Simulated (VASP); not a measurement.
# Ti3Br (R3m) in VASP: single point with PBE

Aim: the single point of Ti3Br with PBE.

Everything below comes from runs of VASP 6.6.1. Logs are shortened: lines on timing, memory, paths and dates and some standing lists are left out, and cuts for length are marked.

### 1 The cell of the first run

Symmetry: R3m, No. 160, trigonal system. Conventional cell: a = 8.541 Å, b = 8.541 Å, c = 3.242 Å, α = 90.00°, β = 90.00°, γ = 120.00°. Ti (site symmetry m) has 3 Br at 2.59 to 2.94 Å and 10 Ti at 2.79 to 3.36 Å within 3.4 Å. Within 3.4 Å of Br (site symmetry 3m) lie 9 Ti at 2.59 to 2.94 Å and 2 Br at 3.24 Å.

### 2 Single point, PBE

The input, INCAR:

```
SYSTEM = Ti3Br
ALGO = Normal ; EDIFF = 1E-6
ENCUT = 520 ; GGA = PE
ISIF = 2 ; ISMEAR = 0
LASPH = .True. ; LCHARG = .False.
LREAL = .False. ; LWAVE = .False.
NBANDS = 30 ; NELM = 60
PREC = Accurate ; SIGMA = 0.1
```

The input, KPOINTS:

```
k-points
0
Gamma
  6 6 6
  0 0 0
```

The input, POSCAR:

```
Ti3Br
1.0
    4.2705493300      2.4656028053      1.0807175770
   -4.2705493300      2.4656028053      1.0807175770
    0.0000000000     -4.9312056105      1.0807175770
Ti Br
3 1
Direct
    0.3640267104      0.3640267104      0.7784939210
    0.3640267104      0.7784939210      0.3640267104
    0.7784939210      0.3640267104      0.3640267104
    0.9926474351      0.9926474351      0.9926474351
```

Potentials or basis: VASP PAW PBE potentials, release 64 (Ti_sv, Br).

Launch:

```console
> cat potpaw_PBE.64/Ti_sv/POTCAR potpaw_PBE.64/Br/POTCAR > POTCAR
> mpirun -np 1 vasp_std > vasp.out
```

OUTCAR:

```text
SYSTEM = Ti3Br
   EDIFF = 1E-6
   ENCUT = 520
   GGA = PE
   ISIF = 2
   ISMEAR = 0
   LASPH = .True.
   LREAL = .False.
   NELM = 60
   PREC = Accurate

 ion  position               nearest neighbor table
   1  0.364  0.364  0.778-   4 2.59   4 2.63   3 2.79   2 2.79   2 2.79   3 2.79
   2  0.364  0.778  0.364-   4 2.59   4 2.63   1 2.79   1 2.79   3 2.79   3 2.79
   3  0.778  0.364  0.364-   4 2.59   4 2.63   1 2.79   1 2.79   2 2.79   2 2.79
   4  0.993  0.993  0.993-   3 2.59   2 2.59   1 2.59   1 2.63   3 2.63   2 2.63

  LATTYP: Found a trigonal (rhomboedric) cell.
 ALAT       =     5.0482412041
 COS(alpha) =    -0.4312558899

  Lattice vectors:

 A1 = (   4.2705493300,   2.4656028053,   1.0807175770)
 A2 = (  -4.2705493300,   2.4656028053,   1.0807175770)
 A3 = (   0.0000000000,  -4.9312056105,   1.0807175770)

Analysis of symmetry for initial positions (statically):
=====================================================================
 Subroutine PRICEL returns:
 Original cell was already a primitive cell.

 Routine SETGRP: Setting up the symmetry group for a
 trigonal (rhombohedral) supercell.

 Subroutine GETGRP returns: Found  6 space group operations
 (whereof  6 operations were pure point group operations)
 out of a pool of 12 trial point group operations.

The static configuration has the point symmetry C_3v.

Analysis of symmetry for dynamics (positions and initial velocities):
=====================================================================
 Subroutine PRICEL returns:
 Original cell was already a primitive cell.

 Routine SETGRP: Setting up the symmetry group for a
 trigonal (rhombohedral) supercell.

 Subroutine GETGRP returns: Found  6 space group operations
 (whereof  6 operations were pure point group operations)
 out of a pool of 12 trial point group operations.

The dynamic configuration has the point symmetry C_3v.

 Subroutine INISYM returns: Found  6 space group operations
 (whereof  6 operations are pure point group operations),
 and found     1 'primitive' translations

----------------------------------------------------------------------------------------

                                     Primitive cell

  volume of cell :      68.2764

  direct lattice vectors                    reciprocal lattice vectors
     4.270549330  2.465602805  1.080717577     0.117080956  0.067596722  0.308437043
    -4.270549330  2.465602805  1.080717577    -0.117080956  0.067596722  0.308437043
     0.000000000 -4.931205611  1.080717577     0.000000000 -0.135193443  0.308437043

  length of vectors
     5.048241204  5.048241204  5.048241204     0.336765017  0.336765017  0.336765017

  position of ions in fractional coordinates (direct lattice)
     0.364026710  0.364026710  0.778493921
     0.364026710  0.778493921  0.364026710
     0.778493921  0.364026710  0.364026710
     0.992647435  0.992647435  0.992647435

  ion indices of the primitive-cell ions
   primitive index   ion index
                 1           1
                 2           2
                 3           3
                 4           4

----------------------------------------------------------------------------------------

 KPOINTS: k-points

Automatic generation of k-mesh.
 Grid dimensions read from file:
 generate k-points for:    6    6    6

 Generating k-lattice:

  Cartesian coordinates                     Fractional coordinates (reciprocal lattice)
     0.019513493  0.011266120  0.051406174     0.166666667  0.000000000  0.000000000
    -0.019513493  0.011266120  0.051406174     0.000000000  0.166666667  0.000000000
     0.000000000 -0.022532241  0.051406174     0.000000000  0.000000000  0.166666667

  Length of vectors
     0.056127503  0.056127503  0.056127503

  Shift w.r.t. Gamma in fractional coordinates (k-lattice)
     0.000000000  0.000000000  0.000000000

 Subroutine IBZKPT returns following result:
 ===========================================

 Found     32 irreducible k-points:

 Following reciprocal coordinates:
            Coordinates               Weight
  0.000000  0.000000  0.000000      1.000000
  0.166667 -0.000000  0.000000      6.000000
  0.333333 -0.000000  0.000000      6.000000
  0.500000 -0.000000 -0.000000      3.000000
  0.166667  0.166667  0.000000      6.000000
  0.333333  0.166667  0.000000     12.000000
[... 16 lines left out ...]
  0.500000  0.500000  0.166667      6.000000
 -0.333333  0.500000  0.166667     12.000000
 [... further k-points ...]
   k-points           NKPTS =     32   k-points in BZ     NKDIM =     32   number of bands    NBANDS=     30
   number of dos      NEDOS =    301   number of ions     NIONS =      4
   total plane-waves  NPLWV =  64000
   dimension x,y,z NGX =    40 NGY =   40 NGZ =   40
   dimension x,y,z NGXF=    80 NGYF=   80 NGZF=   80
   ions per type =               3   1
   NGX,Y,Z   is equivalent  to a cutoff of  13.17, 13.17, 13.17 a.u.
   NGXF,Y,Z  is equivalent  to a cutoff of  26.35, 26.35, 26.35 a.u.
 SYSTEM =  Ti3Br
   PREC   = accura    normal or accurate (medium, high low for compatibility)
   ISTART =      0    job   : 0-new  1-cont  2-samecut
   ICHARG =      2    charge: 1-file 2-atom 10-const
   ISPIN  =      1    spin polarized calculation?
   LNONCOLLINEAR =      F non collinear calculations
   LSORBIT =      F    spin-orbit coupling
   LASPH  =      T    aspherical Exc in radial PAW
   ENCUT  =  520.0 eV  38.22 Ry    6.18 a.u.   9.39  9.39  9.39*2*pi/ulx,y,z
   NELM   =     60;   NELMIN=  2; NELMDL= -5     # of ELM steps
   EDIFF  = 0.1E-05   stopping-criterion for ELM
   LREAL  =      F    real-space projection
   EDIFFG = 0.1E-04   stopping-criterion for IOM
   NSW    =      0    number of steps for IOM
   IBRION =     -1    ionic relax: 0-MD 1-quasi-New 2-CG
   NFREE  =      0    steps in history (QN), initial steepest desc. (CG)
   ISIF   =      2    stress and relaxation
   ISYM   =      2    0-nonsym 1-usesym 2-fastsym
   POTIM  = 0.5000    time-step for ionic-motion
   TEBEG  =    0.0;   TEEND  =   0.0 temperature during run
   PSTRESS=    0.0 pullay stress
   NELECT =      43.0000    total number of electrons
   NUPDOWN=      -1.0000    fix difference up-down
   EMIN   =  10.00;   EMAX   =-10.00  energy-range for DOS
   EFERMI =   0.00;   METHOD = LEGACY
   ISMEAR =     0;   SIGMA  =   0.10  broadening in eV -4-tet -1-fermi 0-gaus
   EFERMI_NEDOS =   21; number of points for ismear=-14 and -15
   IALGO  =     38    algorithm
   IMIX   =      4    mixing-type and parameters
     AMIX     =   0.40;   BMIX     =  1.00
     AMIX_MAG =   1.60;   BMIX_MAG =  1.00
  volume/ion in A,a.u.               =      17.07       115.19
  Fermi-wavevector in a.u.,A,eV,Ry     =   1.403269  2.651794 26.792094  1.969163
  Thomas-Fermi vector in A             =   2.525948
   LORBIT       =      0    0 simple, 1 ext, 2 COOP (PROOUT), +10 PAW based schemes
   GGA     = PE    functional components
   LHFCALC =     F    Hartree Fock is set to
   AEXX    =    0.0000 exact exchange contribution
   IVDW    =     0    specifies the selected vdW correction
   LEPSILON=     F    determine dielectric tensor
   LRPA    =     F    only Hartree local field effects (RPA)
 non-spin polarized calculation
 Gauss-broadening in eV      SIGMA  =   0.10
  energy-cutoff  :      520.00
  volume of cell :       68.28
 maximum number of plane-waves:      1858
 NGX is ok and might be reduce to    40
   NGX = 19   NGY = 19   NGZ = 19

 number of electron      43.0000001 magnetization

 Free energy of the ion-electron system (eV)
  ---------------------------------------------------
  ext. energy  EPLUGINS =         0.00000000
  ---------------------------------------------------
  free energy    TOTEN  =       -25.23364702 eV

  energy without entropy =      -25.22316845  energy(sigma->0) =      -25.22840773

 E-fermi :   8.9357     XC(G=0): -11.5148

 val. band max:        8.9254716305   @ k =  -0.1667   0.1667   0.1667
 cond. band min:       9.0104038775   @ k =   0.3333   0.3333   0.1667
 fundamental gap:      0.0849322471
 Fermi energy:         8.9356523720

 k-point     1 :       0.0000    0.0000    0.0000
  band No.  band energies     occupation
      1     -47.9597      2.00000
      2     -47.8499      2.00000
      3     -47.8499      2.00000
      4     -24.4762      2.00000
      5     -24.4762      2.00000
      6     -24.3197      2.00000
[... 22 lines left out ...]
     29      11.3033      0.00000
     30      11.3033      0.00000

 k-point     2 :       0.1667   -0.0000    0.0000
  band No.  band energies     occupation
      1     -47.9494      2.00000
      2     -47.8531      2.00000
      3     -47.8488      2.00000
      4     -24.4702      2.00000
      5     -24.4609      2.00000
      6     -24.3254      2.00000
[... 22 lines left out ...]
     29      11.1673      0.00000
     30      11.4237      0.00000

 k-point     3 :       0.3333   -0.0000    0.0000
  band No.  band energies     occupation
      1     -47.9244      2.00000
      2     -47.8637      2.00000
      3     -47.8468      2.00000
      4     -24.4557      2.00000
      5     -24.4255      2.00000
      6     -24.3577      2.00000
[... 22 lines left out ...]
     29      11.4909      0.00000
     30      11.6509      0.00000

 k-point     4 :       0.5000   -0.0000   -0.0000
  band No.  band energies     occupation
      1     -47.9054      2.00000
      2     -47.8756      2.00000
      3     -47.8457      2.00000
      4     -24.4489      2.00000
      5     -24.3999      2.00000
      6     -24.3873      2.00000
[... 22 lines left out ...]
     29      11.5113      0.00000
     30      11.7438      0.00000

 k-point     5 :       0.1667    0.1667    0.0000
  band No.  band energies     occupation
      1     -47.9295      2.00000
      2     -47.8595      2.00000
      3     -47.8459      2.00000
      4     -24.4543      2.00000
      5     -24.4239      2.00000
      6     -24.3588      2.00000
[... 22 lines left out ...]
     29      11.5574      0.00000
     30      11.6480      0.00000
[... 526 lines left out ...]
     29      11.0762      0.00000
     30      11.2339      0.00000

 k-point    22 :      -0.1667    0.3333    0.1667
  band No.  band energies     occupation
      1     -47.9220      2.00000
      2     -47.8745      2.00000
      3     -47.8384      2.00000
      4     -24.4818      2.00000
      5     -24.4056      2.00000
      6     -24.3539      2.00000
[... 22 lines left out ...]
     29      11.3721      0.00000
     30      11.7327      0.00000

 k-point    23 :       0.5000    0.5000    0.1667
  band No.  band energies     occupation
      1     -47.9167      2.00000
      2     -47.8931      2.00000
      3     -47.8418      2.00000
      4     -24.5113      2.00000
      5     -24.3952      2.00000
      6     -24.3515      2.00000
[... 22 lines left out ...]
     29      11.0915      0.00000
     30      11.4509      0.00000

 k-point    24 :      -0.3333    0.5000    0.1667
  band No.  band energies     occupation
      1     -47.9095      2.00000
      2     -47.8905      2.00000
      3     -47.8349      2.00000
      4     -24.4967      2.00000
      5     -24.3874      2.00000
      6     -24.3537      2.00000
[... 22 lines left out ...]
     29      11.4910      0.00000
     30      11.6937      0.00000

 [... further k-points ...]
[... 5 lines left out ...]
  --------------------------------------------------------------------------------------
  -------------------------------------------------------------------------------------
  Total        0.0252945      0.0252945     -0.1063780      0.0000000     -0.0000000      0.0000000
  in kB        0.5935627      0.5935627     -2.4962736      0.0000000     -0.0000000      0.0000000
  external PRESSURE =      -0.4363827 kB  Pullay stress =       0.0000000 kB

 VOLUME and BASIS-vectors are now :
 -----------------------------------------------------------------------------
  energy-cutoff  :      520.00
  volume of cell :       68.28
      direct lattice vectors                 reciprocal lattice vectors
     4.270549330  2.465602805  1.080717577     0.117080956  0.067596722  0.308437043
    -4.270549330  2.465602805  1.080717577    -0.117080956  0.067596722  0.308437043
     0.000000000 -4.931205611  1.080717577     0.000000000 -0.135193443  0.308437043

 POSITION                                       TOTAL-FORCE (eV/Angst)
 -----------------------------------------------------------------------------------
      0.00000     -2.04382      1.62815         0.000000      0.006592      0.006743
     -1.77000      1.02191      1.62815         0.005709     -0.003296      0.006743
      1.77000      1.02191      1.62815        -0.005709     -0.003296      0.006743
      0.00000      0.00000      3.21831         0.000000     -0.000000     -0.020228
 -----------------------------------------------------------------------------------
    total drift:                               -0.000000      0.000000     -0.000072

  FREE ENERGIE OF THE ION-ELECTRON SYSTEM (eV)
  ---------------------------------------------------
  free  energy   TOTEN  =       -25.2336470152 eV

  energy  without entropy=      -25.2231684517  energy(sigma->0) =      -25.22840773
```

It took 2.3 min on 1 thread of Oxide Virtual Turin-like, shared host; peak memory 0.23 GiB.

What came out:

- Free energy: -25.2336 eV
- Pressure: 0.0 GPa
- Largest force: 0.020 eV/Å

Forces on the atoms (eV/Å):
```
Ti   0.000  0.007  0.007
Ti   0.006 -0.003  0.007
Ti  -0.006 -0.003  0.007
Br   0.000  0.000 -0.020
```

Caveat: an odd number of electrons without spin polarisation forces a metal; a magnetic or distorted state may lie lower.
